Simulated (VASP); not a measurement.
# CaO (Fm-3m) in VASP: further runs, part 2 of 2

VASP 6.6.1.

## 4. Single point, PBE

File INCAR:

```
PREC = Accurate ; ENCUT = 600
EDIFF = 1E-6 ; ISMEAR = 0
SIGMA = 0.01 ; LREAL = False
LASPH = True ; NELM = 120
ALGO = Normal ; ISIF = 2
LWAVE = False ; LCHARG = False
GGA = PE ; NBANDS = 15
GGA_COMPAT = False
```

File KPOINTS:

```
Automatic mesh
0
Gamma
  4 4 4
```

File POSCAR:

```
CaO
1.0
    0.0000000000      2.3395624215      2.3395624215
    2.3395624215      0.0000000000      2.3395624215
    2.3395624215      2.3395624215      0.0000000000
Ca O
1 1
Direct
    0.0000000000      0.0000000000      0.0000000000
    0.5000000000      0.5000000000      0.5000000000
```

Potentials or basis: VASP PAW PBE potentials, release 64 (Ca_sv, O).

Started as:

```bash
$ cat potpaw_PBE.64/Ca_sv/POTCAR potpaw_PBE.64/O/POTCAR > POTCAR
$ mpirun -np 1 vasp_std > vasp.out
```

OUTCAR:

```text
PREC = Accurate
   ENCUT = 600
   EDIFF = 1E-6
   ISMEAR = 0
   LREAL = False
   LASPH = True
   NELM = 120
   ISIF = 2
   GGA = PE

 ion  position               nearest neighbor table
   1  0.000  0.000  0.000-   2 2.34   2 2.34   2 2.34   2 2.34   2 2.34   2 2.34
   2  0.500  0.500  0.500-   1 2.34   1 2.34   1 2.34   1 2.34   1 2.34   1 2.34

  LATTYP: Found a face centered cubic cell.
 ALAT       =     4.6791248430

  Lattice vectors:

 A1 = (   0.0000000000,   2.3395624215,   2.3395624215)
 A2 = (   2.3395624215,   0.0000000000,   2.3395624215)
 A3 = (   2.3395624215,   2.3395624215,   0.0000000000)

Analysis of symmetry for initial positions (statically):
=====================================================================
 Subroutine PRICEL returns:
 Original cell was already a primitive cell.

 Routine SETGRP: Setting up the symmetry group for a
 face centered cubic supercell.

 Subroutine GETGRP returns: Found 48 space group operations
 (whereof 48 operations were pure point group operations)
 out of a pool of 48 trial point group operations.

The static configuration has the point symmetry O_h .

Analysis of symmetry for dynamics (positions and initial velocities):
=====================================================================
 Subroutine PRICEL returns:
 Original cell was already a primitive cell.

 Routine SETGRP: Setting up the symmetry group for a
 face centered cubic supercell.

 Subroutine GETGRP returns: Found 48 space group operations
 (whereof 48 operations were pure point group operations)
 out of a pool of 48 trial point group operations.

The dynamic configuration has the point symmetry O_h .

 Subroutine INISYM returns: Found 48 space group operations
 (whereof 48 operations are pure point group operations),
 and found     1 'primitive' translations

----------------------------------------------------------------------------------------

                                     Primitive cell

  volume of cell :      25.6114

  direct lattice vectors                    reciprocal lattice vectors
     0.000000000  2.339562422  2.339562422    -0.213715178  0.213715178  0.213715178
     2.339562422  0.000000000  2.339562422     0.213715178 -0.213715178  0.213715178
     2.339562422  2.339562422  0.000000000     0.213715178  0.213715178 -0.213715178

  length of vectors
     3.308640907  3.308640907  3.308640907     0.370165547  0.370165547  0.370165547

  position of ions in fractional coordinates (direct lattice)
     0.000000000  0.000000000  0.000000000
     0.500000000  0.500000000  0.500000000

  ion indices of the primitive-cell ions
   primitive index   ion index
                 1           1
                 2           2

----------------------------------------------------------------------------------------

 KPOINTS: Automatic mesh

Automatic generation of k-mesh.
 Grid dimensions read from file:
 generate k-points for:    4    4    4

 Generating k-lattice:

  Cartesian coordinates                     Fractional coordinates (reciprocal lattice)
    -0.053428795  0.053428795  0.053428795     0.250000000  0.000000000  0.000000000
     0.053428795 -0.053428795  0.053428795     0.000000000  0.250000000  0.000000000
     0.053428795  0.053428795 -0.053428795     0.000000000  0.000000000  0.250000000

  Length of vectors
     0.092541387  0.092541387  0.092541387

  Shift w.r.t. Gamma in fractional coordinates (k-lattice)
     0.000000000  0.000000000  0.000000000

[... 20 lines left out ...]
   ions per type =               1   1
   NGX,Y,Z   is equivalent  to a cutoff of  14.07, 14.07, 14.07 a.u.
   NGXF,Y,Z  is equivalent  to a cutoff of  28.14, 28.14, 28.14 a.u.
 SYSTEM =  unknown system
   PREC   = accura    normal or accurate (medium, high low for compatibility)
   ISTART =      0    job   : 0-new  1-cont  2-samecut
   ICHARG =      2    charge: 1-file 2-atom 10-const
   ISPIN  =      1    spin polarized calculation?
   LNONCOLLINEAR =      F non collinear calculations
   LSORBIT =      F    spin-orbit coupling
   LASPH  =      T    aspherical Exc in radial PAW
   ENCUT  =  600.0 eV  44.10 Ry    6.64 a.u.   6.61  6.61  6.61*2*pi/ulx,y,z
   NELM   =    120;   NELMIN=  2; NELMDL= -5     # of ELM steps
   EDIFF  = 0.1E-05   stopping-criterion for ELM
   LREAL  =      F    real-space projection
   EDIFFG = 0.1E-04   stopping-criterion for IOM
   NSW    =      0    number of steps for IOM
   IBRION =     -1    ionic relax: 0-MD 1-quasi-New 2-CG
   NFREE  =      0    steps in history (QN), initial steepest desc. (CG)
   ISIF   =      2    stress and relaxation
   ISYM   =      2    0-nonsym 1-usesym 2-fastsym
   POTIM  = 0.5000    time-step for ionic-motion
   TEBEG  =    0.0;   TEEND  =   0.0 temperature during run
   PSTRESS=    0.0 pullay stress
   NELECT =      16.0000    total number of electrons
   NUPDOWN=      -1.0000    fix difference up-down
   EMIN   =  10.00;   EMAX   =-10.00  energy-range for DOS
   EFERMI =   0.00;   METHOD = LEGACY
   ISMEAR =     0;   SIGMA  =   0.01  broadening in eV -4-tet -1-fermi 0-gaus
   EFERMI_NEDOS =   21; number of points for ismear=-14 and -15
   IALGO  =     38    algorithm
   IMIX   =      4    mixing-type and parameters
     AMIX     =   0.40;   BMIX     =  1.00
     AMIX_MAG =   1.60;   BMIX_MAG =  1.00
  volume/ion in A,a.u.               =      12.81        86.42
  Fermi-wavevector in a.u.,A,eV,Ry     =   1.399491  2.644655 26.648041  1.958576
  Thomas-Fermi vector in A             =   2.522545
   LORBIT       =      0    0 simple, 1 ext, 2 COOP (PROOUT), +10 PAW based schemes
   GGA     = PE    functional components
   LHFCALC =     F    Hartree Fock is set to
   AEXX    =    0.0000 exact exchange contribution
   IVDW    =     0    specifies the selected vdW correction
   LEPSILON=     F    determine dielectric tensor
   LRPA    =     F    only Hartree local field effects (RPA)
 non-spin polarized calculation
 Gauss-broadening in eV      SIGMA  =   0.01
  energy-cutoff  :      600.00
  volume of cell :       25.61
 maximum number of plane-waves:       876
 NGX is ok and might be reduce to    28
   NGX = 13   NGY = 13   NGZ = 13

 number of electron      16.0000001 magnetization

 Free energy of the ion-electron system (eV)
  ---------------------------------------------------
  ext. energy  EPLUGINS =         0.00000000
  ---------------------------------------------------
  free energy    TOTEN  =       -12.69777992 eV

  energy without entropy =      -12.69777992  energy(sigma->0) =      -12.69777992

 E-fermi :   2.9257     XC(G=0): -10.8733

 val. band max:        2.8355780170   @ k =   0.0000   0.0000   0.0000
 cond. band min:       6.4240518948   @ k =   0.5000   0.5000   0.0000
 fundamental gap:      3.5884738778
 Fermi energy:         2.9257122822

 k-point     1 :       0.0000    0.0000    0.0000
  band No.  band energies     occupation
      1     -34.4960      2.00000
      2     -15.1905      2.00000
      3     -15.1905      2.00000
      4     -15.1905      2.00000
      5     -12.8553      2.00000
      6       2.8356      2.00000
      7       2.8356      2.00000
      8       2.8356      2.00000
      9       8.2302      0.00000
     10       9.2411      0.00000
     11       9.2411      0.00000
     12       9.2411      0.00000
     13      10.8905      0.00000
     14      10.8905      0.00000
[... 113 lines left out ...]
      2     -15.8078      2.00000
      3     -15.7381      2.00000
      4     -15.7381      2.00000
      5     -12.0548      2.00000
      6       1.4142      2.00000
      7       1.7836      2.00000
      8       1.7836      2.00000
      9       9.3874      0.00000
     10       9.3874      0.00000
     11      11.7864      0.00000
     12      12.9178      0.00000
     13      13.4264      0.00000
     14      17.8071      0.00000
     15      17.9409      0.00000

------------------------ aborting loop because EDIFF is reached ----------------------------------------

  FORCE on cell =-STRESS in cart. coord.  units (eV):
  Direction    XX          YY          ZZ          XY          YZ          ZX
  --------------------------------------------------------------------------------------
  -------------------------------------------------------------------------------------
  Total        2.1105259      2.1105259      2.1105259      0.0000000      0.0000000      0.0000000
  in kB      132.0284033    132.0284033    132.0284033      0.0000000      0.0000000      0.0000000
  external PRESSURE =     132.0284033 kB  Pullay stress =       0.0000000 kB

 VOLUME and BASIS-vectors are now :
 -----------------------------------------------------------------------------
  energy-cutoff  :      600.00
  volume of cell :       25.61
      direct lattice vectors                 reciprocal lattice vectors
     0.000000000  2.339562422  2.339562422    -0.213715178  0.213715178  0.213715178
     2.339562422  0.000000000  2.339562422     0.213715178 -0.213715178  0.213715178
     2.339562422  2.339562422  0.000000000     0.213715178  0.213715178 -0.213715178

 POSITION                                       TOTAL-FORCE (eV/Angst)
 -----------------------------------------------------------------------------------
      0.00000      0.00000      0.00000        -0.000000     -0.000000      0.000000
      2.33956      2.33956      2.33956         0.000000      0.000000     -0.000000
 -----------------------------------------------------------------------------------
    total drift:                                0.000000      0.000000      0.000000

  FREE ENERGIE OF THE ION-ELECTRON SYSTEM (eV)
  ---------------------------------------------------
  free  energy   TOTEN  =       -12.6977799202 eV

  energy  without entropy=      -12.6977799202  energy(sigma->0) =      -12.69777992
```

OSZICAR:

```text
N       E                     dE             d eps       ncg     rms          rms(c)
DAV:   1     0.131815506072E+03    0.13182E+03   -0.89200E+03   240   0.121E+03
DAV:   2    -0.945952241982E+01   -0.14128E+03   -0.13323E+03   324   0.307E+02
DAV:   3    -0.143345424480E+02   -0.48750E+01   -0.48591E+01   282   0.591E+01
DAV:   4    -0.144311999984E+02   -0.96658E-01   -0.96636E-01   335   0.826E+00
DAV:   5    -0.144335795549E+02   -0.23796E-02   -0.23796E-02   275   0.108E+00    0.860E+00
DAV:   6    -0.127565610245E+02    0.16770E+01   -0.47696E+00   262   0.219E+01    0.333E+00
DAV:   7    -0.127021366830E+02    0.54424E-01   -0.38951E-01   289   0.659E+00    0.178E+00
DAV:   8    -0.126996127170E+02    0.25240E-02   -0.74642E-02   296   0.294E+00    0.474E-01
DAV:   9    -0.126972464569E+02    0.23663E-02   -0.55746E-03   268   0.688E-01    0.107E-01
DAV:  10    -0.126978019738E+02   -0.55552E-03   -0.61786E-04   268   0.239E-01    0.348E-02
DAV:  11    -0.126977810636E+02    0.20910E-04   -0.62165E-05   296   0.866E-02    0.841E-03
DAV:  12    -0.126977798898E+02    0.11738E-05   -0.70939E-06   261   0.288E-02    0.126E-03
DAV:  13    -0.126977799202E+02   -0.30435E-07   -0.27013E-07   204   0.495E-03
   1 F= -.12697780E+02 E0= -.12697780E+02  d E =-.137859E-38
```

stdout:

```text
POSCAR found type information on POSCAR CaO
 POSCAR found :  2 types and       2 ions
 scaLAPACK will be used
 LDA part: xc-table for (Slater+PW92), standard interpolation
 POSCAR, INCAR and KPOINTS ok, starting setup
 FFT: planning ... GRIDC
 FFT: planning ... GRID_SOFT
 FFT: planning ... GRID
 WAVECAR not read
 entering main loop
```

It took 4 s on 1 thread of Intel Xeon 6975P-C (Granite Rapids), shared host; peak memory 0.15 GiB.

What came out:

```yaml
Free_energy: -12.6978 eV
Pressure: 13.2 GPa
Band_gap_on_the_k_mesh: 3.59 eV, indirect (least direct gap 3.94 eV)
```

Caveat: the k points lie up to 0.58 Å⁻¹ apart.

## 5. Single point, PBE

This run uses another cell than the first one, of 13.36 Å³/atom, 1.043 times its volume.

File INCAR:

```
  ALGO = Normal
  EDIFF = 1E-6
  ENCUT = 600
  GGA = PE
  GGA_COMPAT = False
  ISIF = 2
  ISMEAR = 0
  LASPH = True
  LCHARG = False
  LREAL = False
  LWAVE = False
  NBANDS = 15
  NELM = 120
  PREC = Accurate
  SIGMA = 0.01
```

File KPOINTS:

```
k-points
0
Gamma
  4 4 4
```

File POSCAR:

```
CaO
1.0
    0.0000000000      2.3729892579      2.3729892579
    2.3729892579      0.0000000000      2.3729892579
    2.3729892579      2.3729892579      0.0000000000
Ca O
1 1
Direct
    0.0000000000      0.0000000000      0.0000000000
    0.5000000000      0.5000000000      0.5000000000
```

Started as:

```bash
$ cat potpaw_PBE.64/Ca_sv/POTCAR potpaw_PBE.64/O/POTCAR > POTCAR
$ mpirun -np 1 vasp_std > vasp.out
```

Wall time 4.2 s (1 thread of Intel Xeon 6975P-C (Granite Rapids), shared host); peak memory 0.15 GiB.

Results (log left out):

- Free energy: -12.7687 eV
- Pressure: 6.9 GPa
- Band gap on the k mesh: 3.61 eV, indirect (least direct gap 3.98 eV)

Levels at points of the mesh, in eV from the valence-band top:
```csv
k point,band 4,band 5,band 6,band 7,band 8,band 9,band 10,band 11,band 12,band 13
"(0.00, 0.00, 0.00)",-18.23,-15.61,0.00,0.00,0.00,5.02,6.31,6.31,6.31,7.88
"(0.50, 0.00, 0.00)",-18.29,-14.24,-2.73,-1.28,-1.28,7.22,8.55,8.55,8.80,10.73
"(0.50, 0.50, 0.00)",-18.49,-15.37,-1.28,-0.37,-0.37,3.61,8.32,9.10,9.78,9.78
```

Caveat: the k points lie up to 0.57 Å⁻¹ apart.

## 6. Single point, PBE

This run uses another cell than the first one, of 13.92 Å³/atom, 1.087 times its volume.

File INCAR:

```
SYSTEM = CaO
PREC = Accurate ; ENCUT = 600
EDIFF = 1E-6 ; ISMEAR = 0
SIGMA = 0.01 ; LREAL = .FALSE.
LASPH = .TRUE. ; NELM = 120
ALGO = Normal ; ISIF = 2
LWAVE = .FALSE. ; LCHARG = .FALSE.
GGA = PE ; NBANDS = 15
GGA_COMPAT = .FALSE.
```

File KPOINTS:

```
Automatic mesh
0
G
  4 4 4
  0 0 0
```

File POSCAR:

```
CaO
1.0
    0.0000000000      2.4055000000      2.4055000000
    2.4055000000      0.0000000000      2.4055000000
    2.4055000000      2.4055000000      0.0000000000
Ca O
1 1
Direct
    0.0000000000      0.0000000000      0.0000000000
    0.5000000000      0.5000000000      0.5000000000
```

Potentials or basis: VASP PAW PBE potentials, release 64 (Ca_sv, O).

Started as:

```bash
$ cat potpaw_PBE.64/Ca_sv/POTCAR potpaw_PBE.64/O/POTCAR > POTCAR
$ mpirun -np 1 vasp_std > vasp.out
```

OUTCAR:

```text
SYSTEM = CaO
   PREC = Accurate
   ENCUT = 600
   EDIFF = 1E-6
   ISMEAR = 0
   LREAL = .FALSE.
   LASPH = .TRUE.
   NELM = 120
   ISIF = 2
   GGA = PE

 ion  position               nearest neighbor table
   1  0.000  0.000  0.000-   2 2.41   2 2.41   2 2.41   2 2.41   2 2.41   2 2.41
   2  0.500  0.500  0.500-   1 2.41   1 2.41   1 2.41   1 2.41   1 2.41   1 2.41

  LATTYP: Found a face centered cubic cell.
 ALAT       =     4.8110000000

  Lattice vectors:

 A1 = (   0.0000000000,   2.4055000000,   2.4055000000)
 A2 = (   2.4055000000,   0.0000000000,   2.4055000000)
 A3 = (   2.4055000000,   2.4055000000,   0.0000000000)

Analysis of symmetry for initial positions (statically):
=====================================================================
 Subroutine PRICEL returns:
 Original cell was already a primitive cell.

 Routine SETGRP: Setting up the symmetry group for a
 face centered cubic supercell.

 Subroutine GETGRP returns: Found 48 space group operations
 (whereof 48 operations were pure point group operations)
 out of a pool of 48 trial point group operations.

The static configuration has the point symmetry O_h .

Analysis of symmetry for dynamics (positions and initial velocities):
=====================================================================
 Subroutine PRICEL returns:
 Original cell was already a primitive cell.

 Routine SETGRP: Setting up the symmetry group for a
 face centered cubic supercell.

 Subroutine GETGRP returns: Found 48 space group operations
 (whereof 48 operations were pure point group operations)
 out of a pool of 48 trial point group operations.

The dynamic configuration has the point symmetry O_h .

 Subroutine INISYM returns: Found 48 space group operations
 (whereof 48 operations are pure point group operations),
 and found     1 'primitive' translations

----------------------------------------------------------------------------------------

                                     Primitive cell

  volume of cell :      27.8385

  direct lattice vectors                    reciprocal lattice vectors
[... 100 lines left out ...]
   LRPA    =     F    only Hartree local field effects (RPA)
 non-spin polarized calculation
 Gauss-broadening in eV      SIGMA  =   0.01
  energy-cutoff  :      600.00
  volume of cell :       27.84
 maximum number of plane-waves:       950
   NGX = 13   NGY = 13   NGZ = 13

 number of electron      15.9999997 magnetization

 Free energy of the ion-electron system (eV)
  ---------------------------------------------------
  ext. energy  EPLUGINS =         0.00000000
  ---------------------------------------------------
  free energy    TOTEN  =       -12.80052226 eV

  energy without entropy =      -12.80052226  energy(sigma->0) =      -12.80052226

 E-fermi :   2.5197     XC(G=0): -10.4599

 val. band max:        2.3397579637   @ k =   0.0000   0.0000   0.0000
 cond. band min:       5.9702182179   @ k =   0.5000   0.5000   0.0000
 fundamental gap:      3.6304602542
 Fermi energy:         2.5196529667

 k-point     1 :       0.0000    0.0000    0.0000
  band No.  band energies     occupation
      1     -35.3174      2.00000
      2     -16.0836      2.00000
      3     -16.0836      2.00000
      4     -16.0836      2.00000
      5     -13.1872      2.00000
      6       2.3398      2.00000
      7       2.3398      2.00000
      8       2.3398      2.00000
      9       7.0259      0.00000
     10       8.5510      0.00000
     11       8.5510      0.00000
     12       8.5510      0.00000
     13      10.0494      0.00000
     14      10.0494      0.00000
[... 113 lines left out ...]
      2     -16.5050      2.00000
      3     -16.4963      2.00000
      4     -16.4963      2.00000
      5     -12.5647      2.00000
      6       1.0568      2.00000
      7       1.2803      2.00000
      8       1.2803      2.00000
      9       8.6402      0.00000
     10       8.6402      0.00000
     11      10.6988      0.00000
     12      11.8515      0.00000
     13      12.2871      0.00000
     14      16.1508      0.00000
     15      16.4540      0.00000

------------------------ aborting loop because EDIFF is reached ----------------------------------------

  FORCE on cell =-STRESS in cart. coord.  units (eV):
  Direction    XX          YY          ZZ          XY          YZ          ZX
  --------------------------------------------------------------------------------------
  -------------------------------------------------------------------------------------
  Total        0.3198438      0.3198438      0.3198438     -0.0000000     -0.0000000      0.0000000
  in kB       18.4078207     18.4078207     18.4078207     -0.0000000     -0.0000000      0.0000000
  external PRESSURE =      18.4078207 kB  Pullay stress =       0.0000000 kB

 VOLUME and BASIS-vectors are now :
 -----------------------------------------------------------------------------
  energy-cutoff  :      600.00
  volume of cell :       27.84
      direct lattice vectors                 reciprocal lattice vectors
     0.000000000  2.405500000  2.405500000    -0.207856994  0.207856994  0.207856994
     2.405500000  0.000000000  2.405500000     0.207856994 -0.207856994  0.207856994
     2.405500000  2.405500000  0.000000000     0.207856994  0.207856994 -0.207856994

 POSITION                                       TOTAL-FORCE (eV/Angst)
 -----------------------------------------------------------------------------------
      0.00000      0.00000      0.00000        -0.000000      0.000000      0.000000
      2.40550      2.40550      2.40550         0.000000     -0.000000     -0.000000
 -----------------------------------------------------------------------------------
    total drift:                                0.000000      0.000000      0.000000

  FREE ENERGIE OF THE ION-ELECTRON SYSTEM (eV)
  ---------------------------------------------------
  free  energy   TOTEN  =       -12.8005222590 eV

  energy  without entropy=      -12.8005222590  energy(sigma->0) =      -12.80052226
```

Wall time 6.5 s (1 thread of Intel Xeon 6975P-C (Granite Rapids), shared host); peak memory 0.14 GiB.

Results:

```yaml
Free_energy: -12.8005 eV
Pressure: 1.8 GPa
Band_gap_on_the_k_mesh: 3.63 eV, indirect (least direct gap 4.01 eV)
```

Caveat: the k points lie up to 0.57 Å⁻¹ apart. A k mesh can miss the band edges.

## 7. Overview

```tsv
cell	gap on the mesh (eV)	pressure (GPa)
a = 3.309 Å, angles 60.0°, 2 atoms	3.59	13.2
a = 3.356 Å, angles 60.0°, 2 atoms	3.61	6.9
a = 3.402 Å, angles 60.0°, 2 atoms	3.63	1.8
```

Alike in all rows: task single point; level PBE; potentials or basis VASP PAW PBE potentials, release 64 (Ca_sv, O); no spin polarisation; k mesh 4 × 4 × 4; cutoff (eV) 600; smearing gaussian 0.01 eV.

Caveats: all runs use coarse meshes.

Absolute energies hang on the potentials; compare differences alone.
